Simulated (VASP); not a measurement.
Input of a VASP 6.6.1 run:

INCAR

```
  ALGO = Normal
  EDIFF = 1E-6
  ENCUT = 500
  GGA = PS
  GGA_COMPAT = F
  ISIF = 2
  ISMEAR = 0
  LASPH = T
  LCHARG = F
  LREAL = F
  LWAVE = F
  NBANDS = 17
  NELM = 120
  PREC = Accurate
  SIGMA = 0.03
```

Contents of KPOINTS:

```
k-points
0
Gamma
  10 10 10
```

File POSCAR:

```
SnTe
1.0
    0.0000000000      3.1565000000      3.3143250000
    3.1565000000      0.0000000000      3.3143250000
    3.1565000000      3.1565000000      0.0000000000
Sn Te
1 1
Direct
    0.0000000000      0.0000000000      0.0000000000
    0.5000000000      0.5000000000      0.5000000000
```

Potentials or basis: VASP PAW PBE potentials, release 64 (Sn_d, Te).

The run is started by

```sh
$ cat potpaw_PBE.64/Sn_d/POTCAR potpaw_PBE.64/Te/POTCAR > POTCAR
$ mpirun -np 1 vasp_std > vasp.out
```

Problem. Predict the band gap on the k mesh.

Solution. 0.10 eV.

Problem. Predict the pressure.

Solution. -2.3 GPa.

Stress tensor (GPa, compression positive):
```
-0.74  0.00  0.00
 0.00 -0.74  0.00
 0.00  0.00 -5.27
```

Caveat: the cell differs from its parent crystal (strain +0.000 along x and y, +0.050 along z); semilocal functionals underestimate gaps, and a narrow one can read as zero; the PAW data sets were made with another functional, which shifts forces and pressure a little; spin-orbit coupling is left out, which moves the levels of the heavy elements. A k mesh can miss the band edges.
